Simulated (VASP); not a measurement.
# LiPb (Pm-3m) in VASP: further runs

The runs below take LiPb through vibrations by perturbation theory, with LDA.

All numbers are computed with VASP 6.6.1; they aren't measurements. Logs are shortened: lines on timing, memory, paths and dates and some standing lists are left out, and cuts for length are marked.

## (1) The cell of the first run

It takes space group Pm-3m (No. 221, cubic). Conventional cell: a = 3.466 Å, b = 3.466 Å, c = 3.466 Å, α = 90.00°, β = 90.00°, γ = 90.00°. Within 4.0 Å of Li (site symmetry m-3m) lie 8 Pb at 3.00 Å and 6 Li at 3.47 Å. Pb (site symmetry m-3m) has 8 Li at 3.00 Å and 6 Pb at 3.47 Å within 4.0 Å.

## (2) Vibrations by perturbation theory, LDA

Contents of INCAR:

```
PREC     = Accurate       # precision mode
ENCUT    = 520            # plane-wave cutoff, eV
EDIFF    = 1E-8           # SCF threshold, eV
ISMEAR   = -1             # smearing method
SIGMA    = 0.15           # smearing width, eV
LREAL    = False          # projectors in reciprocal space
LASPH    = True           # aspherical terms in the spheres
NELM     = 100            # most SCF steps
ALGO     = Normal         # electronic algorithm
ISIF     = 2              # what is computed and relaxed
LWAVE    = False          # write WAVECAR
LCHARG   = False          # write CHGCAR
GGA      = CA             # functional
IBRION   = 8              # ionic algorithm
NSW      = 1              # ionic steps
```

Contents of KPOINTS:

```
Automatic mesh
0
Gamma
  12 12 12
```

Contents of POSCAR:

```
LiPb
1.0
    3.4657369885      0.0000000000      0.0000000000
    0.0000000000      3.4657369885      0.0000000000
    0.0000000000      0.0000000000      3.4657369885
Li Pb
1 1
Direct
    0.5000000000      0.5000000000      0.5000000000
    0.0000000000      0.0000000000      0.0000000000
```

Potentials or basis: VASP PAW LDA potentials, release 64 (Li_sv, Pb_d).

Command:

```
$ cat potpaw_LDA.64/Li_sv/POTCAR potpaw_LDA.64/Pb_d/POTCAR > POTCAR
$ mpirun -np 1 vasp_std > vasp.out
```

OUTCAR:

```text
PREC = Accurate
   ENCUT = 520
   EDIFF = 1E-8
   ISMEAR = -1
   LREAL = False
   LASPH = True
   NELM = 100
   ISIF = 2
   GGA = CA
   IBRION = 8
   NSW = 1

 ion  position               nearest neighbor table
   1  0.500  0.500  0.500-   2 3.00   2 3.00   2 3.00   2 3.00   2 3.00   2 3.00   2 3.00   2 3.00

   2  0.000  0.000  0.000-   1 3.00   1 3.00   1 3.00   1 3.00   1 3.00   1 3.00   1 3.00   1 3.00

  LATTYP: Found a simple cubic cell.
 ALAT       =     3.4657369885

  Lattice vectors:

 A1 = (   3.4657369885,   0.0000000000,   0.0000000000)
 A2 = (   0.0000000000,   3.4657369885,   0.0000000000)
 A3 = (   0.0000000000,   0.0000000000,   3.4657369885)

Analysis of symmetry for initial positions (statically):
=====================================================================
 Subroutine PRICEL returns:
 Original cell was already a primitive cell.

 Routine SETGRP: Setting up the symmetry group for a
 simple cubic supercell.

 Subroutine GETGRP returns: Found 48 space group operations
 (whereof 48 operations were pure point group operations)
 out of a pool of 48 trial point group operations.

The static configuration has the point symmetry O_h .

Analysis of symmetry for dynamics (positions and initial velocities):
=====================================================================
 Subroutine PRICEL returns:
 Original cell was already a primitive cell.

 Routine SETGRP: Setting up the symmetry group for a
 simple cubic supercell.

 Subroutine GETGRP returns: Found 48 space group operations
 (whereof 48 operations were pure point group operations)
 out of a pool of 48 trial point group operations.

The dynamic configuration has the point symmetry O_h .

 Subroutine INISYM returns: Found 48 space group operations
 (whereof 48 operations are pure point group operations),
 and found     1 'primitive' translations

----------------------------------------------------------------------------------------

                                     Primitive cell

  volume of cell :      41.6281
[... 519 lines left out ...]
 -----------------------------------------------------------------------------
  energy-cutoff  :      520.00
  volume of cell :       41.63
      direct lattice vectors                 reciprocal lattice vectors
     3.465736988  0.000000000  0.000000000     0.288538918  0.000000000  0.000000000
     0.000000000  3.465736988  0.000000000     0.000000000  0.288538918  0.000000000
     0.000000000  0.000000000  3.465736988     0.000000000  0.000000000  0.288538918

 POSITION                                       TOTAL-FORCE (eV/Angst)
 -----------------------------------------------------------------------------------
      1.73287      1.73287      1.73287         0.000000      0.000000      0.000000
      0.00000      0.00000      0.00000         0.000000      0.000000      0.000000
 -----------------------------------------------------------------------------------
    total drift:                               -0.000000      0.000000      0.000000

  FREE ENERGIE OF THE ION-ELECTRON SYSTEM (eV)
  ---------------------------------------------------
  free  energy   TOTEN  =        -6.9786560679 eV

  energy  without entropy=       -6.9236729736  energy(sigma->0) =       -6.95116452

[... ionic steps 2 to 3 ...]

--------------------------------------- Ionic step        4  -------------------------------------------

------------------------ aborting loop because EDIFF is reached ----------------------------------------

[... ionic steps 5 to 6 ...]

--------------------------------------- Ionic step        7  -------------------------------------------

 Free energy of the ion-electron system (eV)
  ---------------------------------------------------
  ---------------------------------------------------
  free energy    TOTEN  =        -0.33048677 eV

  energy without entropy =       -0.33048677

------------------------ aborting loop because EDIFF is reached ----------------------------------------

 INTERNAL STRAIN TENSOR  FOR ION    2  DIRECTION 1   (eV/Angst):
 -----------------------------------------------------------------------------
    -0.00876  0.00000  0.00000
     0.00000  0.00160  0.00000
     0.00000  0.00000  0.00160

 INTERNAL STRAIN TENSOR FOR ION    2 for displacements in x,y,z  (eV/Angst):
          X           Y           Z          XY          YZ          ZX
  --------------------------------------------------------------------------------
  x     0.00000     0.00000     0.00000     0.00000     0.00000     0.00000
  y     0.00000     0.00000     0.00000     0.00000     0.00000     0.00000
  z     0.00000     0.00000     0.00000     0.00000     0.00000     0.00000

 SECOND DERIVATIVES (NOT SYMMETRIZED)
 ------------------------------------
               1X          1Y          1Z          2X          2Y          2Z
  1X    -1.703123    0.000000    0.000000    1.703123   -0.000000   -0.000000
  1Y     0.000000   -1.703123    0.000000   -0.000000    1.703123   -0.000000
  1Z     0.000000    0.000000   -1.703123   -0.000000   -0.000000    1.703123
  2X     1.649053    0.000000   -0.000000   -1.649053   -0.000000    0.000000
  2Y     0.000000    1.649053   -0.000000   -0.000000   -1.649053    0.000000
  2Z     0.000000    0.000000    1.649053   -0.000000   -0.000000   -1.649053

 Eigenvectors and eigenvalues of the dynamical matrix
 ----------------------------------------------------

   1 f  =    7.830973 THz    49.203454 2PiTHz  261.213142 cm-1    32.386287 meV
             X         Y         Z           dx          dy          dz
      1.732868  1.732868  1.732868     0.984009   -0.000000    0.000000
      0.000000  0.000000  0.000000    -0.178119    0.000000    0.000000
[... 21 lines left out ...]
   6 f/i=    0.022139 THz     0.139102 2PiTHz    0.738472 cm-1     0.091559 meV
             X         Y         Z           dx          dy          dz
      1.732868  1.732868  1.732868     0.134162   -0.104847    0.052289
      0.000000  0.000000  0.000000     0.741168   -0.579223    0.288866

--------------------------------------------------------------------------------------------------------

 ELASTIC MODULI CONTR FROM IONIC RELAXATION (kBar)
 Direction    XX          YY          ZZ          XY          YZ          ZX
 --------------------------------------------------------------------------------
 XX           0.0000      0.0000      0.0000      0.0000      0.0000      0.0000
 YY           0.0000      0.0000      0.0000      0.0000      0.0000      0.0000
 ZZ           0.0000      0.0000      0.0000      0.0000      0.0000      0.0000
 XY           0.0000      0.0000      0.0000      0.0000      0.0000      0.0000
 YZ           0.0000      0.0000      0.0000      0.0000      0.0000      0.0000
 ZX           0.0000      0.0000      0.0000      0.0000      0.0000      0.0000
 --------------------------------------------------------------------------------
```

Run time: 5.4 min. Hardware: 1 thread of Intel Xeon Platinum 8488C (Sapphire Rapids), shared host; peak memory 0.36 GiB.

Results:

* Highest phonon frequency at Γ, LO-TO splitting left out: 261 cm⁻¹

Phonon frequencies in cm⁻¹ (negative: imaginary):
| q point | frequencies |
| --- | --- |
| (0.000, 0.000, 0.000) | -1 -1 -1 261 261 261 |

Caveat: the cutoff is under 1.25 times the usual one of these potentials, so pressure, stress and relaxed cells hold a basis-set (Pulay) error; spin-orbit coupling is left out, which moves the levels of the heavy elements.

## (3) Vibrations by perturbation theory, LDA

This run uses another cell than the first one, of 18.52 Å³/atom, 0.890 times its volume.

Contents of INCAR:

```
ALGO = Normal
EDIFF = 1E-8
ENCUT = 520
IBRION = 8
ISIF = 2
ISMEAR = -1
LASPH = T
LCHARG = F
LREAL = F
LWAVE = F
NBANDS = 16
NELM = 100
NSW = 1
PREC = Accurate
SIGMA = 0.15
```

Contents of KPOINTS:

```
k-points
0
Gamma
  12 12 12
```

Contents of POSCAR:

```
LiPb
1.0
    3.3332072214      0.0000000000      0.0000000000
    0.0000000000      3.3332072214      0.0000000000
    0.0000000000      0.0000000000      3.3332072214
Li Pb
1 1
Direct
    0.5000000000      0.5000000000      0.5000000000
    0.0000000000      0.0000000000      0.0000000000
```

Potentials or basis: VASP PAW LDA potentials, release 64 (Li_sv, Pb_d).

Command:

```
$ cat potpaw_LDA.64/Li_sv/POTCAR potpaw_LDA.64/Pb_d/POTCAR > POTCAR
$ mpirun -np 1 vasp_std > vasp.out
```

OUTCAR:

```text
EDIFF = 1E-8
   ENCUT = 520
   IBRION = 8
   ISIF = 2
   ISMEAR = -1
   LASPH = T
   LREAL = F
   NELM = 100
   NSW = 1
   PREC = Accurate

 ion  position               nearest neighbor table
   1  0.500  0.500  0.500-   2 2.89   2 2.89   2 2.89   2 2.89   2 2.89   2 2.89   2 2.89   2 2.89

   2  0.000  0.000  0.000-   1 2.89   1 2.89   1 2.89   1 2.89   1 2.89   1 2.89   1 2.89   1 2.89

  LATTYP: Found a simple cubic cell.
 ALAT       =     3.3332072214

  Lattice vectors:

 A1 = (   3.3332072214,   0.0000000000,   0.0000000000)
 A2 = (   0.0000000000,   3.3332072214,   0.0000000000)
 A3 = (   0.0000000000,   0.0000000000,   3.3332072214)

Analysis of symmetry for initial positions (statically):
=====================================================================
 Subroutine PRICEL returns:
 Original cell was already a primitive cell.

 Routine SETGRP: Setting up the symmetry group for a
 simple cubic supercell.

 Subroutine GETGRP returns: Found 48 space group operations
 (whereof 48 operations were pure point group operations)
 out of a pool of 48 trial point group operations.

The static configuration has the point symmetry O_h .

Analysis of symmetry for dynamics (positions and initial velocities):
=====================================================================
 Subroutine PRICEL returns:
 Original cell was already a primitive cell.

 Routine SETGRP: Setting up the symmetry group for a
 simple cubic supercell.

 Subroutine GETGRP returns: Found 48 space group operations
 (whereof 48 operations were pure point group operations)
 out of a pool of 48 trial point group operations.

The dynamic configuration has the point symmetry O_h .

 Subroutine INISYM returns: Found 48 space group operations
 (whereof 48 operations are pure point group operations),
 and found     1 'primitive' translations

----------------------------------------------------------------------------------------

                                     Primitive cell

  volume of cell :      37.0328

  direct lattice vectors                    reciprocal lattice vectors
     3.333207221  0.000000000  0.000000000     0.300011351  0.000000000  0.000000000
     0.000000000  3.333207221  0.000000000     0.000000000  0.300011351  0.000000000
     0.000000000  0.000000000  3.333207221     0.000000000  0.000000000  0.300011351

  length of vectors
     3.333207221  3.333207221  3.333207221     0.300011351  0.300011351  0.300011351

  position of ions in fractional coordinates (direct lattice)
     0.500000000  0.500000000  0.500000000
     0.000000000  0.000000000  0.000000000

  ion indices of the primitive-cell ions
   primitive index   ion index
                 1           1
                 2           2

----------------------------------------------------------------------------------------
[... 121 lines left out ...]

 val. band max:        7.2207379750   @ k =   0.1667   0.1667   0.0000
 cond. band min:       7.2619997601   @ k =   0.5000   0.2500   0.0000
 fundamental gap:      0.0412617852
 Fermi energy:         7.2213670132

 k-point     1 :       0.0000    0.0000    0.0000
  band No.  band energies     occupation
      1     -38.5407      2.00000
      2      -9.9749      2.00000
      3      -9.9749      2.00000
      4      -9.5424      2.00000
      5      -9.5424      2.00000
      6      -9.5424      2.00000
[... 433 lines left out ...]
      3      -9.8028      2.00000
      4      -9.6553      2.00000
      5      -9.6282      2.00000
      6      -9.4591      2.00000
[... 8 lines left out ...]
     15      20.9258      0.00000
     16      21.3480      0.00000

 [... further k-points ...]
[... 5 lines left out ...]
  --------------------------------------------------------------------------------------
  -------------------------------------------------------------------------------------
  Total        1.3936982      1.3936982      1.3936982      0.0000000      0.0000000     -0.0000000
  in kB       60.2965368     60.2965368     60.2965368      0.0000000      0.0000000     -0.0000000
  external PRESSURE =      60.2965368 kB  Pullay stress =       0.0000000 kB

 VOLUME and BASIS-vectors are now :
 -----------------------------------------------------------------------------
  energy-cutoff  :      520.00
  volume of cell :       37.03
      direct lattice vectors                 reciprocal lattice vectors
     3.333207221  0.000000000  0.000000000     0.300011351  0.000000000  0.000000000
     0.000000000  3.333207221  0.000000000     0.000000000  0.300011351  0.000000000
     0.000000000  0.000000000  3.333207221     0.000000000  0.000000000  0.300011351

 POSITION                                       TOTAL-FORCE (eV/Angst)
 -----------------------------------------------------------------------------------
      1.66660      1.66660      1.66660         0.000000      0.000000      0.000000
      0.00000      0.00000      0.00000         0.000000      0.000000      0.000000
 -----------------------------------------------------------------------------------
    total drift:                                0.000000      0.000000      0.000000

  FREE ENERGIE OF THE ION-ELECTRON SYSTEM (eV)
  ---------------------------------------------------
  free  energy   TOTEN  =        -6.8975552495 eV

  energy  without entropy=       -6.8459268989  energy(sigma->0) =       -6.87174107

[... ionic steps 2 to 3 ...]

--------------------------------------- Ionic step        4  -------------------------------------------

------------------------ aborting loop because EDIFF is reached ----------------------------------------

[... ionic steps 5 to 6 ...]

--------------------------------------- Ionic step        7  -------------------------------------------

 Free energy of the ion-electron system (eV)
  ---------------------------------------------------
  ---------------------------------------------------
  free energy    TOTEN  =        -0.32841811 eV

  energy without entropy =       -0.32841811

------------------------ aborting loop because EDIFF is reached ----------------------------------------

 INTERNAL STRAIN TENSOR  FOR ION    2  DIRECTION 1   (eV/Angst):
 -----------------------------------------------------------------------------
     0.00022  0.00000 -0.00000
     0.00000 -0.00230 -0.00000
     0.00000 -0.00000 -0.00230

 INTERNAL STRAIN TENSOR FOR ION    2 for displacements in x,y,z  (eV/Angst):
          X           Y           Z          XY          YZ          ZX
  --------------------------------------------------------------------------------
  x     0.00000     0.00000     0.00000     0.00000     0.00000     0.00000
  y     0.00000     0.00000     0.00000     0.00000     0.00000     0.00000
  z     0.00000     0.00000     0.00000     0.00000     0.00000     0.00000

 SECOND DERIVATIVES (NOT SYMMETRIZED)
 ------------------------------------
               1X          1Y          1Z          2X          2Y          2Z
  1X    -2.258730   -0.000000    0.000000    2.258730    0.000000   -0.000000
  1Y     0.000000   -2.258730    0.000000   -0.000000    2.258730   -0.000000
  1Z     0.000000    0.000000   -2.258730   -0.000000   -0.000000    2.258730
  2X     2.269885    0.000000    0.000000   -2.269885   -0.000000   -0.000000
  2Y    -0.000000    2.269885    0.000000    0.000000   -2.269885   -0.000000
  2Z     0.000000   -0.000000    2.269885   -0.000000    0.000000   -2.269885

 Eigenvectors and eigenvalues of the dynamical matrix
 ----------------------------------------------------

   1 f  =    9.023687 THz    56.697498 2PiTHz  300.997802 cm-1    37.318954 meV
             X         Y         Z           dx          dy          dz
      1.666604  1.666604  1.666604    -0.000000    0.983422    0.000000
      0.000000  0.000000  0.000000    -0.000000   -0.181332    0.000000
[... 21 lines left out ...]
   6 f/i=    0.003964 THz     0.024904 2PiTHz    0.132211 cm-1     0.016392 meV
             X         Y         Z           dx          dy          dz
      1.666604  1.666604  1.666604    -0.181332   -0.000000   -0.000000
      0.000000  0.000000  0.000000    -0.983422   -0.000000    0.000000

--------------------------------------------------------------------------------------------------------

 ELASTIC MODULI CONTR FROM IONIC RELAXATION (kBar)
 Direction    XX          YY          ZZ          XY          YZ          ZX
 --------------------------------------------------------------------------------
 XX           0.0000      0.0000      0.0000      0.0000      0.0000      0.0000
 YY           0.0000      0.0000      0.0000      0.0000      0.0000      0.0000
 ZZ           0.0000      0.0000      0.0000      0.0000      0.0000      0.0000
 XY           0.0000      0.0000      0.0000      0.0000      0.0000      0.0000
 YZ           0.0000      0.0000      0.0000      0.0000      0.0000      0.0000
 ZX           0.0000      0.0000      0.0000      0.0000      0.0000      0.0000
 --------------------------------------------------------------------------------
```

OSZICAR:

```text
N       E                     dE             d eps       ncg     rms          rms(c)
DAV:   1     0.129832316448E+03    0.12983E+03   -0.78275E+03  2704   0.120E+03
DAV:   2     0.191083212162E+01   -0.12792E+03   -0.12302E+03  2952   0.314E+02
DAV:   3    -0.682656271185E+01   -0.87374E+01   -0.86192E+01  5040   0.729E+01
DAV:   4    -0.698280378044E+01   -0.15624E+00   -0.15587E+00  3232   0.830E+00
[... 58 lines left out ...]
RMM:  14    -0.328418193672E+00    0.40922E-07    0.25550E-08 15106   0.972E-05    0.239E-06
RMM:  15    -0.328418128497E+00    0.65175E-07    0.25845E-08 14757   0.703E-05    0.350E-07
RMM:  16    -0.328418103922E+00    0.24575E-07    0.15848E-08 14895   0.549E-05    0.398E-07
RMM:  17    -0.328418106654E+00   -0.27328E-08    0.13049E-08 13625   0.471E-05    0.149E-07
 Linear response finished
```

stdout:

```text
POSCAR found type information on POSCAR LiPb
 POSCAR found :  2 types and       2 ions
 scaLAPACK will be used
 LDA part: xc-table for (Slater(with rela. corr.)+CA(PZ))
 , standard interpolation
 POSCAR, INCAR and KPOINTS ok, starting setup
 FFT: planning ... GRIDC
 FFT: planning ... GRID_SOFT
 FFT: planning ... GRID
 WAVECAR not read
 entering main loop
 Linear response reoptimize wavefunctions to high precision
 Linear response DOF=           2
 Linear response progress:
 first order change of Fermi-energy   0.14064E-03
 force on displaced ion       1 direction 1 :  -2.259  -0.000   0.000
 Linear response progress:
 first order change of Fermi-energy  -0.35582E-03
 force on displaced ion       2 direction 1 :  -2.270   0.000  -0.000
 Linear response finished
```

It took 14 min on 1 thread of Oxide Virtual Turin-like, shared host; peak memory 0.35 GiB.

What came out:

```yaml
Highest_phonon_frequency_at_Γ_LO-TO_splitting_left_out: 301 cm⁻¹
```

Phonon frequencies in cm⁻¹ (negative: imaginary):
| q point | frequencies |
| --- | --- |
| (0.000, 0.000, 0.000) | 0 0 0 301 301 301 |

Caveat: the cell wasn't relaxed at this level first, which shifts response properties; the cutoff is under 1.25 times the usual one of these potentials, so pressure, stress and relaxed cells hold a basis-set (Pulay) error; spin-orbit coupling is left out, which moves the levels of the heavy elements.

[end of part 1 of 2]
